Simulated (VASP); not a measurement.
# Hf (P6_3/mmc) in VASP: further runs

Hf is run at these levels: PBE; tasks: single point, relaxation of cell and atoms.

Everything below comes from runs of VASP 6.6.1. Logs are shortened: lines on timing, memory, paths and dates and some standing lists are left out, and cuts for length are marked.

## Step 1: The cell of the first run

It takes space group P6_3/mmc (No. 194, hexagonal). The conventional cell has a = 3.199 Å, b = 3.199 Å, c = 5.091 Å, α = 90.00°, β = 90.00°, γ = 120.00°. Within 4.1 Å of Hf (site symmetry -6m2) lie 12 Hf at 3.15 to 3.20 Å.

## Step 2: Single point, PBE

INCAR

```
PREC = Accurate ; ENCUT = 500
EDIFF = 1E-6 ; ISMEAR = -1
SIGMA = 0.1 ; LREAL = F
LASPH = T ; NELM = 120
ALGO = Normal ; ISIF = 2
LWAVE = F ; LCHARG = T
GGA = PE ; LELF = T
LVHAR = T ; NBANDS = 17
GGA_COMPAT = F
```

KPOINTS

```
regular mesh
0
Gamma
  7 7 4
```

POSCAR

```
Hf
1.0
    3.1992483335      0.0000000000      0.0000000000
   -1.5996241668      2.7706303298      0.0000000000
    0.0000000000      0.0000000000      5.0909345543
Hf
2
Direct
    0.3333333333      0.6666666667      0.2500000000
    0.6666666667      0.3333333333      0.7500000000
```

Potentials or basis: VASP PAW PBE potentials, release 64 (Hf_pv).

Run with:

```bash
> cat potpaw_PBE.64/Hf_pv/POTCAR > POTCAR
> mpirun -np 1 vasp_std > vasp.out
```

OUTCAR:

```text
PREC = Accurate
   ENCUT = 500
   EDIFF = 1E-6
   ISMEAR = -1
   LREAL = F
   LASPH = T
   NELM = 120
   ISIF = 2
   GGA = PE

 ion  position               nearest neighbor table
   1  0.333  0.667  0.250-   2 3.15   2 3.15   2 3.15   2 3.15   2 3.15   2 3.15
   2  0.667  0.333  0.750-   1 3.15   1 3.15   1 3.15   1 3.15   1 3.15   1 3.15

  LATTYP: Found a hexagonal cell.
 ALAT       =     3.1992483335
 C/A-ratio  =     1.5912908357

  Lattice vectors:

 A1 = (   3.1992483335,   0.0000000000,   0.0000000000)
 A2 = (  -1.5996241668,   2.7706303298,   0.0000000000)
 A3 = (   0.0000000000,   0.0000000000,   5.0909345543)

Analysis of symmetry for initial positions (statically):
=====================================================================
 Subroutine PRICEL returns:
 Original cell was already a primitive cell.

 Routine SETGRP: Setting up the symmetry group for a
 hexagonal supercell.

 Subroutine GETGRP returns: Found 24 space group operations
 (whereof 12 operations were pure point group operations)
 out of a pool of 24 trial point group operations.

The static configuration has the point symmetry D_3d.
 The point group associated with its full space group is D_6h.

Analysis of symmetry for dynamics (positions and initial velocities):
=====================================================================
 Subroutine PRICEL returns:
 Original cell was already a primitive cell.

 Routine SETGRP: Setting up the symmetry group for a
 hexagonal supercell.

 Subroutine GETGRP returns: Found 24 space group operations
 (whereof 12 operations were pure point group operations)
 out of a pool of 24 trial point group operations.

The dynamic configuration has the point symmetry D_3d.
 The point group associated with its full space group is D_6h.

 Subroutine INISYM returns: Found 24 space group operations
 (whereof 12 operations are pure point group operations),
 and found     1 'primitive' translations

----------------------------------------------------------------------------------------

                                     Primitive cell

  volume of cell :      45.1257

  direct lattice vectors                    reciprocal lattice vectors
     3.199248333  0.000000000  0.000000000     0.312573422  0.180464349  0.000000000
    -1.599624167  2.770630330  0.000000000     0.000000000  0.360928699  0.000000000
     0.000000000  0.000000000  5.090934554     0.000000000  0.000000000  0.196427589

  length of vectors
     3.199248333  3.199248334  5.090934554     0.360928699  0.360928699  0.196427589

  position of ions in fractional coordinates (direct lattice)
     0.333333333  0.666666667  0.250000000
     0.666666667  0.333333333  0.750000000

  ion indices of the primitive-cell ions
   primitive index   ion index
                 1           1
                 2           2

----------------------------------------------------------------------------------------

 KPOINTS: regular mesh

Automatic generation of k-mesh.
 Grid dimensions read from file:
 generate k-points for:    7    7    4

 Generating k-lattice:

  Cartesian coordinates                     Fractional coordinates (reciprocal lattice)
     0.044653346  0.025780621  0.000000000     0.142857143  0.000000000  0.000000000
     0.000000000  0.051561243  0.000000000     0.000000000  0.142857143  0.000000000
     0.000000000  0.000000000  0.049106897     0.000000000  0.000000000  0.250000000

  Length of vectors
     0.051561243  0.051561243  0.049106897

  Shift w.r.t. Gamma in fractional coordinates (k-lattice)
     0.000000000  0.000000000  0.000000000

 Subroutine IBZKPT returns following result:
 ===========================================

 Found     24 irreducible k-points:

 Following reciprocal coordinates:
            Coordinates               Weight
  0.000000  0.000000  0.000000      1.000000
  0.142857  0.000000  0.000000      6.000000
  0.285714  0.000000  0.000000      6.000000
  0.428571 -0.000000  0.000000      6.000000
  0.142857  0.142857  0.000000      6.000000
  0.285714  0.142857  0.000000     12.000000
[... 16 lines left out ...]
  0.428571  0.142857  0.500000      6.000000
  0.285714  0.285714  0.500000      6.000000
   k-points           NKPTS =     24   k-points in BZ     NKDIM =     24   number of bands    NBANDS=     17
   number of dos      NEDOS =    301   number of ions     NIONS =      2
   total plane-waves  NPLWV =  23040
   dimension x,y,z NGX =    24 NGY =   24 NGZ =   40
   dimension x,y,z NGXF=    48 NGYF=   48 NGZF=   80
   ions per type =               2
   NGX,Y,Z   is equivalent  to a cutoff of  12.47, 12.47, 13.06 a.u.
   NGXF,Y,Z  is equivalent  to a cutoff of  24.94, 24.94, 26.12 a.u.
 SYSTEM =  unknown system
   PREC   = accura    normal or accurate (medium, high low for compatibility)
   ISTART =      0    job   : 0-new  1-cont  2-samecut
   ICHARG =      2    charge: 1-file 2-atom 10-const
   ISPIN  =      1    spin polarized calculation?
   LNONCOLLINEAR =      F non collinear calculations
   LSORBIT =      F    spin-orbit coupling
   LASPH  =      T    aspherical Exc in radial PAW
   ENCUT  =  500.0 eV  36.75 Ry    6.06 a.u.   5.83  5.83  9.28*2*pi/ulx,y,z
   NELM   =    120;   NELMIN=  2; NELMDL= -5     # of ELM steps
   EDIFF  = 0.1E-05   stopping-criterion for ELM
   LREAL  =      F    real-space projection
   EDIFFG = 0.1E-04   stopping-criterion for IOM
   NSW    =      0    number of steps for IOM
   IBRION =     -1    ionic relax: 0-MD 1-quasi-New 2-CG
   NFREE  =      0    steps in history (QN), initial steepest desc. (CG)
   ISIF   =      2    stress and relaxation
   ISYM   =      2    0-nonsym 1-usesym 2-fastsym
   POTIM  = 0.5000    time-step for ionic-motion
   TEBEG  =    0.0;   TEEND  =   0.0 temperature during run
   PSTRESS=    0.0 pullay stress
   NELECT =      20.0000    total number of electrons
   NUPDOWN=      -1.0000    fix difference up-down
   EMIN   =  10.00;   EMAX   =-10.00  energy-range for DOS
   EFERMI =   0.00;   METHOD = LEGACY
   ISMEAR =    -1;   SIGMA  =   0.10  broadening in eV -4-tet -1-fermi 0-gaus
   EFERMI_NEDOS =   21; number of points for ismear=-14 and -15
   IALGO  =     38    algorithm
   IMIX   =      4    mixing-type and parameters
     AMIX     =   0.40;   BMIX     =  1.00
     AMIX_MAG =   1.60;   BMIX_MAG =  1.00
  volume/ion in A,a.u.               =      22.56       152.26
  Fermi-wavevector in a.u.,A,eV,Ry     =   1.248179  2.358716 21.197202  1.557950
  Thomas-Fermi vector in A             =   2.382277
   LORBIT       =      0    0 simple, 1 ext, 2 COOP (PROOUT), +10 PAW based schemes
   GGA     = PE    functional components
   LHFCALC =     F    Hartree Fock is set to
   AEXX    =    0.0000 exact exchange contribution
   IVDW    =     0    specifies the selected vdW correction
   LEPSILON=     F    determine dielectric tensor
   LRPA    =     F    only Hartree local field effects (RPA)
 non-spin polarized calculation
  energy-cutoff  :      500.00
  volume of cell :       45.13
 maximum number of plane-waves:      1170
 NGX is ok and might be reduce to    24
   NGX = 11   NGY = 11   NGZ = 19

 number of electron      20.0000006 magnetization

 Free energy of the ion-electron system (eV)
  ---------------------------------------------------
  ext. energy  EPLUGINS =         0.00000000
  ---------------------------------------------------
  free energy    TOTEN  =       -19.87615588 eV

  energy without entropy =      -19.81974038  energy(sigma->0) =      -19.84794813

 E-fermi :   4.8660     XC(G=0): -11.2444

 val. band max:        4.8435808774   @ k =   0.2857   0.2857   0.2500
 cond. band min:       4.9015459110   @ k =   0.0000   0.0000   0.2500
 fundamental gap:      0.0579650336
 Fermi energy:         4.8660413886

 k-point     1 :       0.0000    0.0000    0.0000
  band No.  band energies     occupation
      1     -26.2051      2.00000
      2     -25.4951      2.00000
      3     -25.4951      2.00000
      4     -25.3745      2.00000
      5     -25.3745      2.00000
      6     -25.3728      2.00000
[... 9 lines left out ...]
     16       7.5295      0.00000
     17      10.1604      0.00000

 k-point     2 :       0.1429    0.0000    0.0000
  band No.  band energies     occupation
      1     -26.1550      2.00000
      2     -25.6013      2.00000
      3     -25.5298      2.00000
      4     -25.4850      2.00000
      5     -25.3958      2.00000
      6     -25.3897      2.00000
[... 9 lines left out ...]
     16       7.3863      0.00000
     17      10.5393      0.00000

 k-point     3 :       0.2857    0.0000    0.0000
  band No.  band energies     occupation
      1     -26.0251      2.00000
      2     -25.8398      2.00000
      3     -25.7185      2.00000
      4     -25.6030      2.00000
      5     -25.4643      2.00000
      6     -25.4275      2.00000
[... 9 lines left out ...]
     16       8.8674      0.00000
     17      11.0167      0.00000

 k-point     4 :       0.4286   -0.0000    0.0000
  band No.  band energies     occupation
      1     -26.0297      2.00000
      2     -25.8937      2.00000
      3     -25.8807      2.00000
      4     -25.6587      2.00000
      5     -25.5591      2.00000
      6     -25.4598      2.00000
[... 9 lines left out ...]
     16      10.6827      0.00000
     17      11.2189      0.00000
[... 343 lines left out ...]
      1     -26.0250      2.00000
      2     -26.0250      2.00000
      3     -25.6474      2.00000
      4     -25.6474      2.00000
      5     -25.5240      2.00000
      6     -25.5240      2.00000
[... 9 lines left out ...]
     16      10.1203      0.00000
     17      10.9505      0.00000

 k-point    23 :       0.4286    0.1429    0.5000
  band No.  band energies     occupation
      1     -26.0872      2.00000
      2     -26.0872      2.00000
      3     -25.6824      2.00000
      4     -25.6824      2.00000
      5     -25.5243      2.00000
      6     -25.5243      2.00000
[... 9 lines left out ...]
     16      10.4044      0.00000
     17      11.9525      0.00000

 k-point    24 :       0.2857    0.2857    0.5000
  band No.  band energies     occupation
      1     -26.0302      2.00000
      2     -26.0302      2.00000
      3     -25.7805      2.00000
      4     -25.7805      2.00000
      5     -25.5112      2.00000
      6     -25.5112      2.00000
[... 9 lines left out ...]
     16      10.2194      0.00000
     17      12.6067      0.00000

------------------------ aborting loop because EDIFF is reached ----------------------------------------

  FORCE on cell =-STRESS in cart. coord.  units (eV):
  Direction    XX          YY          ZZ          XY          YZ          ZX
  --------------------------------------------------------------------------------------
  -------------------------------------------------------------------------------------
  Total       -0.1162839     -0.1162839     -0.1410208      0.0000000      0.0000000      0.0000000
  in kB       -4.1286301     -4.1286301     -5.0069087      0.0000000      0.0000000      0.0000000
  external PRESSURE =      -4.4213897 kB  Pullay stress =       0.0000000 kB

 VOLUME and BASIS-vectors are now :
 -----------------------------------------------------------------------------
  energy-cutoff  :      500.00
  volume of cell :       45.13
      direct lattice vectors                 reciprocal lattice vectors
     3.199248333  0.000000000  0.000000000     0.312573422  0.180464349  0.000000000
    -1.599624167  2.770630330  0.000000000     0.000000000  0.360928699  0.000000000
     0.000000000  0.000000000  5.090934554     0.000000000  0.000000000  0.196427589

 POSITION                                       TOTAL-FORCE (eV/Angst)
 -----------------------------------------------------------------------------------
     -0.00000      1.84709      1.27273         0.000000     -0.000000      0.000000
      1.59962      0.92354      3.81820        -0.000000      0.000000      0.000000
 -----------------------------------------------------------------------------------
    total drift:                               -0.000000      0.000000     -0.000000

  FREE ENERGIE OF THE ION-ELECTRON SYSTEM (eV)
  ---------------------------------------------------
  free  energy   TOTEN  =       -19.8761558827 eV

  energy  without entropy=      -19.8197403808  energy(sigma->0) =      -19.84794813
```

Wall time 22 s (1 thread of AMD EPYC 7R43 (Zen 3), shared host); peak memory 0.12 GiB.

What came out:

```
Free energy            : -19.8762 eV
Pressure               : -0.4 GPa
Band gap on the k mesh : zero (band 10 reaches 6.05 eV, above the bottom of band 11 at 4.64 eV)
```

Caveat: spin-orbit coupling is left out, which moves the levels of the heavy elements.

## Step 3: Relaxation of cell and atoms, PBE

This run uses another cell than the first one, of 22.38 Å³/atom, 0.992 times its volume.

INCAR

```
ALGO     = Normal         # electronic algorithm
EDIFF    = 1E-7           # SCF threshold, eV
EDIFFG   = -0.02          # ionic threshold
ENCUT    = 500            # plane-wave cutoff, eV
GGA      = PE             # functional
GGA_COMPAT= F            
IBRION   = 2              # ionic algorithm
ISIF     = 3              # what is computed and relaxed
ISMEAR   = -1             # smearing method
LASPH    = T              # aspherical terms in the spheres
LCHARG   = F              # write CHGCAR
LREAL    = F              # projectors in reciprocal space
LWAVE    = F              # write WAVECAR
NELM     = 120            # most SCF steps
NELMIN   = 4            
NSW      = 80             # ionic steps
PREC     = Accurate       # precision mode
SIGMA    = 0.1            # smearing width, eV
```

KPOINTS

```
k-points
0
Gamma
  7 7 4
```

POSCAR

```
Hf
1.0
    3.1967000000      0.0000000000      0.0000000000
   -1.5983500000      2.7684234100      0.0000000000
    0.0000000000      0.0000000000      5.0578000000
Hf
2
Direct
    0.3333333339      0.6666666679      0.2500000000
    0.6666666661      0.3333333321      0.7500000000
```

Potentials or basis: VASP PAW PBE potentials, release 64 (Hf_pv).

Run with:

```bash
> cat potpaw_PBE.64/Hf_pv/POTCAR > POTCAR
> mpirun -np 1 vasp_std > vasp.out
```

Wall time 58 s (1 thread of AMD EPYC 7R43 (Zen 3), shared host); peak memory 0.13 GiB.

The run converged. Its results:

- Free energy: -19.8763 eV
- Relaxed volume: 22.47 Å³/atom
- Relaxed cell: a = 3.196 Å, b = 3.196 Å, c = 5.081 Å, α = 90.00°, β = 90.00°, γ = 120.00°
- Space group after relaxing (to 0.05 Å): P6_3/mmc (No. 194)
- Energy gained by relaxing: 0.3 meV/atom
- Ionic steps: 4
- Pressure after relaxing: 0.0 GPa
- Band gap on the k mesh: zero (band 10 reaches 6.07 eV, above the bottom of band 11 at 4.67 eV)

Step by step:
| step | energy change (eV) | largest force (eV/Å) | pressure (GPa) | volume (Å³) |
| --- | --- | --- | --- | --- |
| 1 | 0.0000 | 0.0000 | 0.45 | 44.76 |
| 2 | -0.0002 | 0.0000 | -0.55 | 45.17 |
| 3 | -0.0005 | 0.0000 | -0.10 | 44.99 |
| 4 | -0.0006 | 0.0000 | 0.00 | 44.94 |

Final structure:
```
CELL_PARAMETERS angstrom
3.19579 0.00000 0.00000
-1.59790 2.76764 0.00000
0.00000 0.00000 5.08138
ATOMIC_POSITIONS crystal
Hf 0.33333 0.66667 0.25000
Hf 0.66667 0.33333 0.75000
```

Levels at points of the mesh, in eV from the Fermi level:
```
           k point  band 7  band 8  band 9  band 10  band 11  band 12  band 13  band 14
(0.00, 0.00, 0.00)   -7.37   -3.72    0.58     1.18     1.18     1.40     1.98     1.98
(0.00, 0.00, 0.50)   -5.42   -5.42    0.12     0.12     1.08     1.08     1.08     1.08
```

Caveat: spin-orbit coupling is left out, which moves the levels of the heavy elements.
